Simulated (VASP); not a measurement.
A run of VASP 6.6.1 is set up as follows.

Contents of INCAR:

```
SYSTEM = O
PREC = Accurate
ENCUT = 1000
EDIFF = 1E-6
ISMEAR = 0
SIGMA = 0.05
LREAL = .FALSE.
LASPH = .TRUE.
NELM = 200
ALGO = Normal
ISIF = 2
LWAVE = .FALSE.
LCHARG = .FALSE.
ISPIN = 2
MAGMOM = 1 1
LORBIT = 11
GGA = PS
NBANDS = 17
GGA_COMPAT = .FALSE.
NELMDL = -8
```

Contents of KPOINTS:

```
regular mesh
0
G
  1 1 1
  0 0 0
```

File POSCAR:

```
O
1.0
    9.0000000000      0.0000000000      0.0000000000
    0.0000000000      9.5000000000      0.0000000000
    0.0000000000      0.0000000000     10.0000000000
O
2
Direct
    0.5000000000      0.5000000000      0.4395141324
    0.5000000000      0.5000000000      0.5604858676
```

Potentials or basis: VASP PAW PBE potentials, release 64 (O_h).

The run is started by

```sh
$ cat potpaw_PBE.64/O_h/POTCAR > POTCAR
$ mpirun -np 1 vasp_gam > vasp.out
```

(1) Predict the gap between the frontier levels.

(2) What does it give for the largest force?

(3) Predict the site moments.

(4) What does it give for the net moment?

Answers

(1) 2.27 eV.

(2) 0.227 eV/Å.

(3) O +0.62 μB.

(4) 2.00 μB per cell.

Caveat: the PAW data sets were made with another functional, which shifts forces and pressure a little.
